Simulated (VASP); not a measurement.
# Se (P1) in VASP: notebook

The runs below take Se through electric field gradients, with PBE.

All numbers are computed with VASP 6.6.1; they aren't measurements. Logs are shortened: lines on timing, memory, paths and dates and some standing lists are left out, and cuts for length are marked.

## Step 1: The cell of the first run

The typed cell holds 3 atoms: a = 4.356 Å, b = 4.393 Å, c = 4.950 Å, α = 90.41°, β = 91.14°, γ = 120.85°.

## Step 2: Electric field gradients, PBE (equal xy, yz and zx shear strains of -2 %)

INCAR reads:

```
PREC = Accurate
ENCUT = 520
EDIFF = 1E-8
ISMEAR = -1
SIGMA = 0.03
LREAL = False
LASPH = True
NELM = 80
ALGO = Normal
ISIF = 2
LWAVE = False
LCHARG = False
GGA = PE
LEFG = True
NBANDS = 16
```

KPOINTS reads:

```
regular mesh
0
Gamma
  8 8 6
```

POSCAR reads:

```
Se
1.0
    4.3551696776     -0.0435516968     -0.0435516968
   -2.2153017146      3.7934634270     -0.0159410274
   -0.0494945000     -0.0494945000      4.9494500000
Se
3
Direct
    0.2170000000      0.0000000000      0.1666666667
    0.0000000000      0.2170000000      0.8333333333
    0.7830000000      0.7830000000      0.5000000000
```

Potentials or basis: VASP PAW PBE potentials, release 64 (Se).

Started as:

```console
$ cat potpaw_PBE.64/Se/POTCAR > POTCAR
$ mpirun -np 1 vasp_std > vasp.out
```

OUTCAR:

```text
PREC = Accurate
   ENCUT = 520
   EDIFF = 1E-8
   ISMEAR = -1
   LREAL = False
   LASPH = True
   NELM = 80
   ISIF = 2
   GGA = PE

 ion  position               nearest neighbor table
   1  0.217  0.000  0.167-   2 2.33   3 2.35
   2  0.000  0.217  0.833-   3 2.30   1 2.33
   3  0.783  0.783  0.500-   2 2.30   1 2.35

  LATTYP: Found a triclinic cell.
 ALAT       =     4.3179175846
 B/A-ratio  =     1.7320508076
 C/A-ratio  =     2.3426730421
 COS(alpha) =     0.0047739318
 COS(beta)  =     0.4477625109
 COS(gamma) =     0.8609641916

  Lattice vectors:

 A1 = (   2.1398679630,   3.7499117302,  -0.0594927242)
 A2 = (   6.4950376406,   3.7063600334,  -0.1030444210)
 A3 = (  -4.3811089292,   7.6364213540,  -4.9813320548)

Analysis of symmetry for initial positions (statically):
=====================================================================
 Subroutine PRICEL returns:
 Original cell was already a primitive cell.

 Routine SETGRP: Setting up the symmetry group for a
 triclinic supercell.

 Subroutine GETGRP returns: Found  1 space group operations
 (whereof  1 operations were pure point group operations)
 out of a pool of  2 trial point group operations.

The static configuration has the point symmetry C_1 .

Analysis of symmetry for dynamics (positions and initial velocities):
=====================================================================
 Subroutine PRICEL returns:
 Original cell was already a primitive cell.

 Routine SETGRP: Setting up the symmetry group for a
 triclinic supercell.

 Subroutine GETGRP returns: Found  1 space group operations
 (whereof  1 operations were pure point group operations)
 out of a pool of  2 trial point group operations.

The dynamic configuration has the point symmetry C_1 .

 Subroutine INISYM returns: Found  1 space group operations
 (whereof  1 operations are pure point group operations),
 and found     1 'primitive' translations

----------------------------------------------------------------------------------------

                                     Primitive cell

  volume of cell :      81.2768

[... 124 lines left out ...]
 maximum number of plane-waves:      2206
   NGX = 17   NGY = 17   NGZ = 19

 number of electron      18.0000000 magnetization

 Free energy of the ion-electron system (eV)
  ---------------------------------------------------
  ext. energy  EPLUGINS =         0.00000000
  ---------------------------------------------------
  free energy    TOTEN  =       -10.36241028 eV

  energy without entropy =      -10.36241028  energy(sigma->0) =      -10.36241028

 E-fermi :   3.3130     XC(G=0):  -8.8336

 val. band max:        2.7929723430   @ k =   0.0000   0.5000   0.5000
 cond. band min:       3.8474210806   @ k =   0.3750   0.3750   0.5000
 fundamental gap:      1.0544487376
 Fermi energy:         3.3130186645

 k-point     1 :       0.0000    0.0000    0.0000
  band No.  band energies     occupation
      1     -13.3931      2.00000
      2      -9.1251      2.00000
      3      -9.0265      2.00000
      4      -1.2804      2.00000
      5      -1.2139      2.00000
      6      -0.9997      2.00000
[... 433 lines left out ...]
      3      -9.2583      2.00000
      4      -2.5141      2.00000
      5      -2.3479      2.00000
      6      -0.3314      2.00000
[... 8 lines left out ...]
     15      11.1047      0.00000
     16      12.2586      0.00000

 [... further k-points ...]
[... 5 lines left out ...]
  --------------------------------------------------------------------------------------
  -------------------------------------------------------------------------------------
  Total        2.1625181      2.6953752      3.8913005     -0.1215250      0.5800127      0.2906502
  in kB       42.6288663     53.1328672     76.7076718     -2.3955746     11.4335612      5.7294735
  external PRESSURE =      57.4898018 kB  Pullay stress =       0.0000000 kB

 VOLUME and BASIS-vectors are now :
 -----------------------------------------------------------------------------
  energy-cutoff  :      520.00
  volume of cell :       81.28
      direct lattice vectors                 reciprocal lattice vectors
     4.355169678 -0.043551697 -0.043551697     0.230997902  0.134913224  0.003659111
    -2.215301715  3.793463427 -0.015941027     0.002678655  0.265186880  0.002678655
    -0.049494500 -0.049494500  4.949450000     0.002041247  0.002041247  0.202083476

 POSITION                                       TOTAL-FORCE (eV/Angst)
 -----------------------------------------------------------------------------------
      0.93682     -0.01770      0.81546         1.069321     -0.049488      0.171424
     -0.52197      0.78194      4.12108        -0.577363      1.169353      0.183524
      1.65077      2.91143      2.42814        -0.491958     -1.119865     -0.354948
 -----------------------------------------------------------------------------------
    total drift:                                0.000003      0.000063      0.000014

  FREE ENERGIE OF THE ION-ELECTRON SYSTEM (eV)
  ---------------------------------------------------
  free  energy   TOTEN  =       -10.3624102832 eV

  energy  without entropy=      -10.3624102828  energy(sigma->0) =      -10.36241028

 Electric field gradients (V/A^2)
---------------------------------------------------------------------
 ion       V_xx      V_yy      V_zz      V_xy      V_xz      V_yz
---------------------------------------------------------------------
   1     156.739  -347.322   190.583   -11.820    -6.867  -328.329
   2    -219.813    14.169   205.644  -217.555   262.151   145.995
   3    -223.288    31.541   191.747   212.319  -284.044   151.148
---------------------------------------------------------------------

 Electric field gradients after diagonalization (V/A^2)
 (convention: |V_zz| > |V_xx| > |V_yy|)
----------------------------------------------------------------------
 ion       V_xx      V_yy      V_zz     asymmetry (V_yy - V_xx)/ V_zz
----------------------------------------------------------------------
   1     346.061   157.013  -503.074       0.376
   2     337.041   143.850  -480.891       0.402
   3     342.852   151.459  -494.311       0.387
----------------------------------------------------------------------

           NMR quadrupolar parameters

 Cq : quadrupolar parameter    Cq=e*Q*V_zz/h
 eta: asymmetry parameters     (V_yy - V_xx)/ V_zz
 Q  : nuclear electric quadrupole moment in mb (millibarn)
----------------------------------------------------------------------
 ion       Cq(MHz)       eta       Q (mb)
----------------------------------------------------------------------
   1      -1.216       0.376       1.000
   2      -1.163       0.402       1.000
   3      -1.195       0.387       1.000
----------------------------------------------------------------------
```

It took 80 s on 1 thread of Intel Xeon 6975P-C (Granite Rapids), shared host; peak memory 0.34 GiB.

Results:

```yaml
Free_energy: -10.3624 eV
Pressure: 5.7 GPa
Largest_force: 1.317 eV/Å
Band_gap_on_the_k_mesh: 1.05 eV (least direct gap 1.16 eV)
Largest_electric_field_gradient_by_atom: Se -503.1, -480.9, -494.3 V/Å²
```

Forces in eV/Å, atoms in the order of the input:
```
Se   1.069 -0.049  0.171
Se  -0.577  1.169  0.184
Se  -0.492 -1.120 -0.355
```

Stress tensor (GPa, compression positive):
```
 4.26 -0.24  0.57
-0.24  5.31  1.14
 0.57  1.14  7.67
```

Levels at points of the mesh, in eV from the valence-band top:
| k point | band 5 | band 6 | band 7 | band 8 | band 9 | band 10 | band 11 | band 12 | band 13 | band 14 |
| --- | --- | --- | --- | --- | --- | --- | --- | --- | --- | --- |
| (0.00, 0.00, 0.00) | -4.01 | -3.79 | -2.24 | -2.21 | -0.44 | 1.88 | 2.15 | 2.44 | 5.97 | 6.35 |
| (0.50, 0.00, 0.00) | -4.92 | -3.52 | -3.05 | -2.00 | -1.13 | 2.02 | 2.58 | 4.20 | 5.37 | 7.64 |
| (0.00, 0.50, 0.00) | -4.87 | -3.50 | -2.93 | -1.98 | -1.08 | 2.00 | 2.57 | 4.41 | 5.33 | 7.54 |
| (0.50, 0.50, 0.00) | -4.83 | -3.45 | -2.98 | -1.99 | -1.04 | 2.05 | 2.65 | 4.27 | 5.38 | 7.53 |
| (0.00, 0.00, 0.50) | -3.54 | -3.50 | -1.68 | -1.52 | -1.25 | 1.22 | 1.35 | 1.47 | 6.09 | 7.27 |
| (0.50, 0.00, 0.50) | -4.67 | -4.45 | -1.94 | -1.45 | -0.06 | 1.47 | 2.79 | 3.17 | 6.24 | 7.92 |
| (0.00, 0.50, 0.50) | -4.62 | -4.37 | -1.88 | -1.49 | 0.00 | 1.54 | 2.77 | 3.18 | 6.14 | 7.77 |
| (0.50, 0.50, 0.50) | -4.59 | -4.34 | -1.87 | -1.45 | -0.01 | 1.50 | 2.79 | 3.11 | 6.20 | 7.81 |

Electric field gradients, principal values (V/Å²):
| atom | least | middle | greatest (by size) |
| --- | --- | --- | --- |
| 1 Se | 157.013 | 346.061 | -503.074 |
| 2 Se | 143.850 | 337.041 | -480.891 |
| 3 Se | 151.459 | 342.852 | -494.311 |

Caveat: the cell differs from its parent crystal (equal xy, yz and zx shear strains of -2 %); the cell stands under pressure; without QUAD_EFG the Cq values of the log hold for a quadrupole moment of 1 mb, not for the nuclei; forces of over 1 eV/Å act on the atoms, so gaps and moduli don't describe the material at rest. A k mesh can miss the band edges.

## Step 3: Electric field gradients, PBE (equal xy, yz and zx shear strains of +3 %)

INCAR reads:

```
SYSTEM = Se
ALGO = Normal ; EDIFF = 1E-8
ENCUT = 520 ; GGA = PE
ISIF = 2 ; ISMEAR = -1
LASPH = .True. ; LCHARG = .False.
LEFG = .True. ; LREAL = .False.
LWAVE = .False. ; NBANDS = 16
NELM = 60 ; PREC = Accurate
SIGMA = 0.03
```

KPOINTS reads:

```
k-points
0
Gamma
  8 8 6
  0 0 0
```

POSCAR reads:

```
Se
1.0
    4.3551696776      0.0653275452      0.0653275452
   -2.1210095251      3.7390238060      0.0239115411
    0.0742417500      0.0742417500      4.9494500000
Se
3
Direct
    0.2170000000      0.0000000000      0.1666666667
    0.0000000000      0.2170000000      0.8333333333
    0.7830000000      0.7830000000      0.5000000000
```

Potentials or basis: VASP PAW PBE potentials, release 64 (Se).

Started as:

```console
$ cat potpaw_PBE.64/Se/POTCAR > POTCAR
$ mpirun -np 1 vasp_std > vasp.out
```

OUTCAR:

```text
SYSTEM = Se
   EDIFF = 1E-8
   ENCUT = 520
   GGA = PE
   ISIF = 2
   ISMEAR = -1
   LASPH = .True.
   LREAL = .False.
   NELM = 60
   PREC = Accurate

 ion  position               nearest neighbor table
   1  0.217  0.000  0.167-   3 2.29   2 2.32
   2  0.000  0.217  0.833-   1 2.32   3 2.36
   3  0.783  0.783  0.500-   1 2.29   2 2.36

  LATTYP: Found a triclinic cell.
 ALAT       =     4.4127683380
 B/A-ratio  =     2.0249125302
 C/A-ratio  =     0.9741696453
 COS(alpha) =     0.0067170462
 COS(beta)  =     0.5001712246
 COS(gamma) =     0.7244971000

  Lattice vectors:

 A1 = (   2.2341601525,   3.8043513512,   0.0892390863)
 A2 = (   6.5150880801,   3.7954371464,  -4.7948833685)
 A3 = (  -2.1210095251,   3.7390238060,   0.0239115411)

Analysis of symmetry for initial positions (statically):
=====================================================================
 Subroutine PRICEL returns:
 Original cell was already a primitive cell.

 Routine SETGRP: Setting up the symmetry group for a
 triclinic supercell.

 Subroutine GETGRP returns: Found  1 space group operations
 (whereof  1 operations were pure point group operations)
 out of a pool of  2 trial point group operations.

The static configuration has the point symmetry C_1 .

Analysis of symmetry for dynamics (positions and initial velocities):
=====================================================================
 Subroutine PRICEL returns:
 Original cell was already a primitive cell.

 Routine SETGRP: Setting up the symmetry group for a
 triclinic supercell.

[... 159 lines left out ...]

 k-point     1 :       0.0000    0.0000    0.0000
  band No.  band energies     occupation
      1     -13.3952      2.00000
      2      -9.1467      2.00000
      3      -8.9960      2.00000
      4      -1.2729      2.00000
      5      -1.2601      2.00000
      6      -0.9588      2.00000
[... 433 lines left out ...]
      3      -9.1061      2.00000
      4      -2.4844      2.00000
      5      -2.3546      2.00000
      6      -0.2772      2.00000
[... 8 lines left out ...]
     15      11.0097      0.00000
     16      12.4782      0.00000

 [... further k-points ...]
[... 5 lines left out ...]
  --------------------------------------------------------------------------------------
  -------------------------------------------------------------------------------------
  Total        2.8255089      2.0811551      3.9234268      0.1943814     -0.8322631     -0.5106230
  in kB       55.7185549     41.0400239     77.3693095      3.8331685    -16.4120868    -10.0693979
  external PRESSURE =      58.0426294 kB  Pullay stress =       0.0000000 kB

 VOLUME and BASIS-vectors are now :
 -----------------------------------------------------------------------------
  energy-cutoff  :      520.00
  volume of cell :       81.25
      direct lattice vectors                 reciprocal lattice vectors
     4.355169678  0.065327545  0.065327545     0.227754041  0.129230664 -0.005354771
    -2.121009525  3.739023806  0.023911541    -0.003919964  0.265250906 -0.003919964
     0.074241750  0.074241750  4.949450000    -0.002987176 -0.002987176  0.202132266

 POSITION                                       TOTAL-FORCE (eV/Angst)
 -----------------------------------------------------------------------------------
      0.95745      0.02655      0.83908         1.383810      0.081750     -0.295160
     -0.39839      0.87324      4.12973        -0.620049      0.848885     -0.239213
      1.78647      3.01593      2.54460        -0.763761     -0.930635      0.534373
 -----------------------------------------------------------------------------------
    total drift:                               -0.000021     -0.000061      0.000015

  FREE ENERGIE OF THE ION-ELECTRON SYSTEM (eV)
  ---------------------------------------------------
  free  energy   TOTEN  =       -10.3518917283 eV

  energy  without entropy=      -10.3518917276  energy(sigma->0) =      -10.35189173

 Electric field gradients (V/A^2)
---------------------------------------------------------------------
 ion       V_xx      V_yy      V_zz      V_xy      V_xz      V_yz
---------------------------------------------------------------------
   1     140.705  -344.615   203.910    16.423    10.223  -298.593
   2    -225.410    44.513   180.897  -212.508   293.025   174.967
   3    -220.957    19.329   201.628   220.171  -259.434   168.430
---------------------------------------------------------------------

 Electric field gradients after diagonalization (V/A^2)
 (convention: |V_zz| > |V_xx| > |V_yy|)
----------------------------------------------------------------------
 ion       V_xx      V_yy      V_zz     asymmetry (V_yy - V_xx)/ V_zz
----------------------------------------------------------------------
   1     335.122   141.260  -476.382       0.407
   2     349.796   160.701  -510.496       0.370
   3     340.456   149.368  -489.824       0.390
----------------------------------------------------------------------

           NMR quadrupolar parameters

 Cq : quadrupolar parameter    Cq=e*Q*V_zz/h
 eta: asymmetry parameters     (V_yy - V_xx)/ V_zz
 Q  : nuclear electric quadrupole moment in mb (millibarn)
----------------------------------------------------------------------
 ion       Cq(MHz)       eta       Q (mb)
----------------------------------------------------------------------
   1      -1.152       0.407       1.000
   2      -1.234       0.370       1.000
   3      -1.184       0.390       1.000
----------------------------------------------------------------------
```

It took 71 s on 1 thread of Intel Xeon 6975P-C (Granite Rapids), shared host; peak memory 0.33 GiB.

What came out:

- Free energy: -10.3519 eV
- Pressure: 5.8 GPa
- Largest force: 1.417 eV/Å
- Band gap on the k mesh: 1.01 eV (least direct gap 1.15 eV)
- Largest electric field gradient by atom: Se -476.4, -510.5, -489.8 V/Å²

Forces in eV/Å, atoms in the order of the input:
```
Se   1.384  0.082 -0.295
Se  -0.620  0.849 -0.239
Se  -0.764 -0.931  0.534
```

Levels at points of the mesh, in eV from the valence-band top:
| k point | band 5 | band 6 | band 7 | band 8 | band 9 | band 10 | band 11 | band 12 | band 13 | band 14 |
| --- | --- | --- | --- | --- | --- | --- | --- | --- | --- | --- |
| (0.00, 0.00, 0.00) | -4.09 | -3.79 | -2.28 | -2.23 | -0.48 | 1.77 | 2.18 | 2.43 | 5.91 | 6.34 |
| (0.50, 0.00, 0.00) | -4.85 | -3.48 | -2.92 | -2.00 | -1.05 | 2.01 | 2.57 | 4.40 | 5.32 | 7.41 |
| (0.00, 0.50, 0.00) | -4.91 | -3.52 | -3.11 | -2.05 | -1.13 | 2.02 | 2.60 | 4.07 | 5.37 | 7.59 |
| (0.50, 0.50, 0.00) | -4.97 | -3.58 | -3.04 | -2.05 | -1.17 | 1.87 | 2.59 | 4.28 | 5.31 | 7.61 |
| (0.00, 0.00, 0.50) | -3.59 | -3.53 | -1.76 | -1.51 | -1.28 | 1.14 | 1.37 | 1.44 | 6.06 | 7.21 |
| (0.50, 0.00, 0.50) | -4.60 | -4.33 | -1.86 | -1.52 | 0.00 | 1.49 | 2.74 | 3.15 | 6.10 | 7.66 |
| (0.00, 0.50, 0.50) | -4.67 | -4.45 | -1.96 | -1.46 | -0.10 | 1.41 | 2.77 | 3.07 | 6.23 | 7.88 |
| (0.50, 0.50, 0.50) | -4.72 | -4.49 | -1.98 | -1.51 | -0.09 | 1.46 | 2.73 | 3.19 | 6.15 | 7.84 |

Electric field gradients, principal values (V/Å²):
```tsv
atom	least	middle	greatest (by size)
1 Se	141.260	335.122	-476.382
2 Se	160.701	349.796	-510.496
3 Se	149.368	340.456	-489.824
```

Caveat: the cell differs from its parent crystal (equal xy, yz and zx shear strains of +3 %); the cell stands under pressure; without QUAD_EFG the Cq values of the log hold for a quadrupole moment of 1 mb, not for the nuclei; forces of over 1 eV/Å act on the atoms, so gaps and moduli don't describe the material at rest. A k mesh can miss the band edges.
